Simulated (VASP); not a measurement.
# Si2Ni (Fm-3m) in VASP: settings compared

Aim: see how the results for Si2Ni move with the level of theory and the settings. Levels: PBE+U, PBEsol+U. Tasks: single point, relaxation of cell and atoms.

Program: VASP 6.6.1. These are calculated values, not measurements. Logs are shortened: lines on timing, memory, paths and dates and some standing lists are left out, and cuts for length are marked.

### 1 The cell of the first run

It takes space group Fm-3m (No. 225, cubic). The conventional cell has a = 5.406 Å, b = 5.406 Å, c = 5.406 Å, α = 90.00°, β = 90.00°, γ = 90.00°. Within 3.1 Å of Ni (site symmetry m-3m) lie 8 Si at 2.34 Å. Within 3.1 Å of Si (site symmetry -43m) lie 4 Ni at 2.34 Å and 6 Si at 2.70 Å.

### 2 Single point, PBE+U, collinear spin, ferromagnetic start

INCAR reads:

```
PREC = Accurate ; ENCUT = 520
EDIFF = 1E-7 ; ISMEAR = 1
SIGMA = 0.025 ; LREAL = F
LASPH = T ; NELM = 150
ALGO = Normal ; ISIF = 2
LWAVE = F ; LCHARG = F
ISPIN = 2 ; MAGMOM = 1 0 0
LORBIT = 11 ; LMAXMIX = 4
LDAU = T ; LDAUTYPE = 2
LDAUL = 2 -1 ; LDAUU = 3.5 0
LDAUJ = 0 0 ; LDAUPRINT = 1
GGA = PE ; NBANDS = 20
```

KPOINTS reads:

```
regular mesh
0
Gamma
  9 9 9
```

POSCAR reads:

```
Si2Ni
1.0
    3.8226192600      0.0000000000      0.0000000000
    1.9113096300      3.3104853882      0.0000000000
    1.9113096300      1.1034951294      3.1211555560
Ni Si
1 2
Direct
    0.0000000000      0.0000000000      0.0000000000
    0.7500000000      0.7500000000      0.7500000000
    0.2500000000      0.2500000000      0.2500000000
```

Potentials or basis: VASP PAW PBE potentials, release 64 (Ni, Si).

Launch:

```bash
cat potpaw_PBE.64/Ni/POTCAR potpaw_PBE.64/Si/POTCAR > POTCAR
mpirun -np 1 vasp_std > vasp.out
```

OUTCAR:

```text
PREC = Accurate
   ENCUT = 520
   EDIFF = 1E-7
   ISMEAR = 1
   LREAL = F
   LASPH = T
   NELM = 150
   ISIF = 2
   ISPIN = 2
   LORBIT = 11
   GGA = PE

 ion  position               nearest neighbor table
   1  0.000  0.000  0.000-   2 2.34   3 2.34   2 2.34   3 2.34   3 2.34   2 2.34   3 2.34   2 2.34

   2  0.750  0.750  0.750-   1 2.34   1 2.34   1 2.34   1 2.34   3 2.70   3 2.70   3 2.70   3 2.70
                             3 2.70   3 2.70
   3  0.250  0.250  0.250-   1 2.34   1 2.34   1 2.34   1 2.34   2 2.70   2 2.70   2 2.70   2 2.70
                             2 2.70   2 2.70

  LATTYP: Found a face centered cubic cell.
 ALAT       =     5.4060000013

  Lattice vectors:

 A1 = (   3.8226192600,   0.0000000000,   0.0000000000)
 A2 = (   1.9113096300,   3.3104853882,   0.0000000000)
 A3 = (   1.9113096300,   1.1034951294,   3.1211555560)

Analysis of symmetry for initial positions (statically):
=====================================================================
 Subroutine PRICEL returns:
 Original cell was already a primitive cell.

 Routine SETGRP: Setting up the symmetry group for a
 face centered cubic supercell.

 Subroutine GETGRP returns: Found 48 space group operations
 (whereof 48 operations were pure point group operations)
 out of a pool of 48 trial point group operations.

The static configuration has the point symmetry O_h .

Analysis of symmetry for dynamics (positions and initial velocities):
=====================================================================
 Subroutine PRICEL returns:
 Original cell was already a primitive cell.

 Routine SETGRP: Setting up the symmetry group for a
 face centered cubic supercell.

 Subroutine GETGRP returns: Found 48 space group operations
 (whereof 48 operations were pure point group operations)
 out of a pool of 48 trial point group operations.

The dynamic configuration has the point symmetry O_h .

Analysis of structural, dynamic, and magnetic symmetry:
[... 182 lines left out ...]
  o =  0.8473  v = -0.0000  0.3744 -0.7612 -0.0000  0.5295  0.0000  0.0000  0.0000  0.0000  0.0000      0.0000  0.0000  0.0000  0.0000  0.0000  0.0000  0.0000  0.0000  0.0000  0.0000
  o =  0.8473  v =  0.8165  0.0000 -0.0000  0.5774  0.0000  0.0000  0.0000  0.0000  0.0000  0.0000      0.0000  0.0000  0.0000  0.0000  0.0000  0.0000  0.0000  0.0000  0.0000  0.0000
  o =  0.8473  v = -0.0000 -0.4395 -0.6485 -0.0000 -0.6215  0.0000  0.0000  0.0000  0.0000  0.0000      0.0000  0.0000  0.0000  0.0000  0.0000  0.0000  0.0000  0.0000  0.0000  0.0000
  o =  0.8995  v =  0.0000  0.0000  0.0000  0.0000  0.0000 -0.5774 -0.0000  0.0000  0.8165  0.0000      0.0000  0.0000  0.0000  0.0000  0.0000  0.0000  0.0000  0.0000  0.0000  0.0000
  o =  0.8995  v =  0.0000  0.0000  0.0000  0.0000  0.0000  0.0000 -0.8165  0.0000 -0.0000  0.5774      0.0000  0.0000  0.0000  0.0000  0.0000  0.0000  0.0000  0.0000  0.0000  0.0000
  o =  0.8997  v = -0.5774 -0.0000  0.0000  0.8165  0.0000  0.0000  0.0000  0.0000  0.0000  0.0000      0.0000  0.0000  0.0000  0.0000  0.0000  0.0000  0.0000  0.0000  0.0000  0.0000
  o =  0.8997  v =  0.0000 -0.8165  0.0000 -0.0000  0.5774  0.0000  0.0000  0.0000  0.0000  0.0000      0.0000  0.0000  0.0000  0.0000  0.0000  0.0000  0.0000  0.0000  0.0000  0.0000

 number of electron      17.9999999 magnetization       0.0136621

 Free energy of the ion-electron system (eV)
  ---------------------------------------------------
  ext. energy  EPLUGINS =         0.00000000
  ---------------------------------------------------
  free energy    TOTEN  =       -15.23597529 eV

  energy without entropy =      -15.23592603  energy(sigma->0) =      -15.23595887

 E-fermi :  10.3086     XC(G=0): -11.5700

 val. band max:       10.2226513198   @ k =   0.2222   0.1111  -0.0000
 cond. band min:      10.3162375186   @ k =  -0.4444   0.4444   0.1111
 fundamental gap:      0.0935861987
 Fermi energy:        10.3086433311

 spin component 1

 k-point     1 :       0.0000    0.0000    0.0000
  band No.  band energies     occupation
      1      -3.4158      1.00000
      2       4.8495      1.00000
      3       4.8495      1.00000
      4       4.8495      1.00000
      5       6.3130      1.00000
      6       6.3130      1.00000
[... 1097 lines left out ...]
     19      24.0179      0.00000
     20      24.1141      0.00000

 [... further k-points ...]

------------------------ aborting loop because EDIFF is reached ----------------------------------------

  FORCE on cell =-STRESS in cart. coord.  units (eV):
  Direction    XX          YY          ZZ          XY          YZ          ZX
  --------------------------------------------------------------------------------------
  -------------------------------------------------------------------------------------
  Total        0.1606128      0.1606128      0.1606128     -0.0000000      0.0000000     -0.0000000
  in kB        6.5151221      6.5151221      6.5151221     -0.0000000      0.0000000     -0.0000000
  external PRESSURE =       6.5151221 kB  Pullay stress =       0.0000000 kB

 VOLUME and BASIS-vectors are now :
 -----------------------------------------------------------------------------
  energy-cutoff  :      520.00
  volume of cell :       39.50
      direct lattice vectors                 reciprocal lattice vectors
     3.822619260  0.000000000  0.000000000     0.261600733 -0.151035254 -0.106798052
     1.911309630  3.310485388  0.000000000     0.000000000  0.302070507 -0.106798052
     1.911309630  1.103495129  3.121155556     0.000000000  0.000000000  0.320394156

 POSITION                                       TOTAL-FORCE (eV/Angst)
 -----------------------------------------------------------------------------------
      0.00000      0.00000      0.00000        -0.000000      0.000000     -0.000000
      5.73393      3.31049      2.34087         0.000000     -0.000000     -0.000000
      1.91131      1.10350      0.78029        -0.000000      0.000000      0.000000
 -----------------------------------------------------------------------------------
    total drift:                                0.000000      0.000000     -0.000000

  FREE ENERGIE OF THE ION-ELECTRON SYSTEM (eV)
  ---------------------------------------------------
  free  energy   TOTEN  =       -15.2359752883 eV

  energy  without entropy=      -15.2359260289  energy(sigma->0) =      -15.23595887

 total charge

# of ion       s       p       d       tot
------------------------------------------
    1        0.544   0.764   8.636   9.944
    2        0.748   0.834   0.000   1.583
    3        0.748   0.834   0.000   1.583
--------------------------------------------------
tot          2.040   2.433   8.636  13.109

 magnetization (x)

# of ion       s       p       d       tot
------------------------------------------
    1       -0.000  -0.000   0.009   0.009
    2        0.001   0.000   0.000   0.001
    3        0.001   0.000   0.000   0.001
--------------------------------------------------
tot          0.002   0.000   0.009   0.012
```

Run time: 46 s. Hardware: 1 thread of AMD EPYC 7R13 (Zen 3), shared host; peak memory 0.17 GiB.

What came out:

| Quantity | Value |
| --- | --- |
| Free energy | -15.2360 eV |
| Pressure | 0.7 GPa |
| Band gap on the k mesh | zero (filled and empty bands overlap) |
| Net moment | 0.01 μB per cell |
| Valence electrons inside the program's atomic spheres | Ni 9.94; Si 1.58 |

Levels at points of the mesh, in eV from the Fermi level:
Spin up:
| k point | band 5 | band 6 | band 7 | band 8 | band 9 | band 10 | band 11 | band 12 | band 13 | band 14 |
| --- | --- | --- | --- | --- | --- | --- | --- | --- | --- | --- |
| (0.00, 0.00, 0.00) | -4.00 | -4.00 | -0.24 | 1.61 | 1.61 | 1.61 | 2.50 | 2.50 | 2.50 | 4.80 |
Spin down:
```
           k point  band 7  band 8  band 9  band 10  band 11  band 12
(0.00, 0.00, 0.00)   -0.23    1.62    1.62     1.62     2.50     2.50
```

Eigenvalues of the final occupation matrices:
```tsv
site	spin	trace	eigenvalues
site 1 d	1	4.34	0.85 0.85 0.85 0.90 0.90
site 1 d	2	4.33	0.84 0.84 0.84 0.90 0.90
```

Caveat: the U is typed as a test and isn't derived for this compound.

### 3 Relaxation of cell and atoms, PBE+U, collinear spin, ferromagnetic start

INCAR reads:

```
SYSTEM = Si2Ni
ALGO = Normal
EDIFF = 1E-6
EDIFFG = -0.01
ENCUT = 600
GGA = PE
IBRION = 2
ISIF = 3
ISMEAR = -1
ISPIN = 2
LASPH = .TRUE.
LCHARG = .FALSE.
LDAU = .TRUE.
LDAUJ = 0 0
LDAUL = 2 -1
LDAUPRINT = 1
LDAUTYPE = 2
LDAUU = 8 0
LMAXMIX = 4
LORBIT = 11
LREAL = .FALSE.
LWAVE = .FALSE.
MAGMOM = 1 0 0
NELM = 150
NSW = 60
PREC = Accurate
SIGMA = 0.05
```

KPOINTS reads:

```
k-points
0
G
  9 9 9
  0 0 0
```

POSCAR reads:

```
Si2Ni
1.0
    0.0000000000      2.7030000000      2.7030000000
    2.7030000000      0.0000000000      2.7030000000
    2.7030000000      2.7030000000      0.0000000000
Ni Si
1 2
Direct
    0.0000000000      0.0000000000      0.0000000000
    0.7500000000      0.7500000000      0.7500000000
    0.2500000000      0.2500000000      0.2500000000
```

Potentials or basis: VASP PAW PBE potentials, release 64 (Ni, Si).

Launch:

```bash
cat potpaw_PBE.64/Ni/POTCAR potpaw_PBE.64/Si/POTCAR > POTCAR
mpirun -np 1 vasp_std > vasp.out
```

It took 4.1 min on 1 thread of Intel Xeon 8259CL, shared host; peak memory 0.23 GiB.

The run converged. Its results:

```
Free energy                                           : -12.9400 eV
Relaxed volume                                        : 12.71 Å³/atom
Relaxed cell                                          : a = 3.778 Å, b = 3.778 Å, c = 3.778 Å, α = 60.00°, β = 60.00°, γ = 60.00°
Space group after relaxing (to 0.05 Å)                : Fm-3m (No. 225)
Energy gained by relaxing                             : 7.3 meV/atom
Ionic steps                                           : 3
Pressure after relaxing                               : 0.0 GPa
Band gap on the k mesh                                : zero (filled and empty bands overlap)
Net moment                                            : 0.00 μB per cell
Valence electrons inside the program's atomic spheres : Ni 10.27; Si 1.59
```

The path:
| step | energy change (eV) | largest force (eV/Å) | pressure (GPa) | volume (Å³) |
| --- | --- | --- | --- | --- |
| 1 | 0.0000 | 0.0000 | -4.93 | 39.50 |
| 2 | -0.0107 | 0.0000 | 3.99 | 37.22 |
| 3 | -0.0218 | 0.0000 | 0.03 | 38.14 |

Final structure:
```xyz
3
Lattice="0.0000 2.6717 2.6717 2.6717 0.0000 2.6717 2.6717 2.6717 0.0000" Properties=species:S:1:pos:R:3 pbc="T T T"
Ni    0.0000    0.0000    0.0000
Si    4.0075    4.0075    4.0075
Si    1.3358    1.3358    1.3358
```

Levels at points of the mesh, in eV from the Fermi level:
Spin up:
```
           k point  band 6  band 7  band 8  band 9  band 10  band 11  band 12  band 13
(0.00, 0.00, 0.00)   -4.84    0.28    1.61    1.61     1.61     2.89     2.89     2.89
```
Spin down:
| k point | band 5 | band 6 | band 7 | band 8 | band 9 | band 10 | band 11 | band 12 | band 13 | band 14 |
| --- | --- | --- | --- | --- | --- | --- | --- | --- | --- | --- |
| (0.00, 0.00, 0.00) | -4.84 | -4.84 | 0.28 | 1.61 | 1.61 | 1.61 | 2.89 | 2.89 | 2.89 | 5.14 |

Eigenvalues of the final occupation matrices:
| site | spin | trace | eigenvalues |
| --- | --- | --- | --- |
| site 1 d | 1 | 4.51 | 0.88 0.88 0.88 0.93 0.93 |
| site 1 d | 2 | 4.51 | 0.88 0.88 0.88 0.93 0.93 |

Caveat: the U is typed as a test and isn't derived for this compound. The state reached can hang on the start; a lower one may exist.

(Continued in part 2 of 2.)
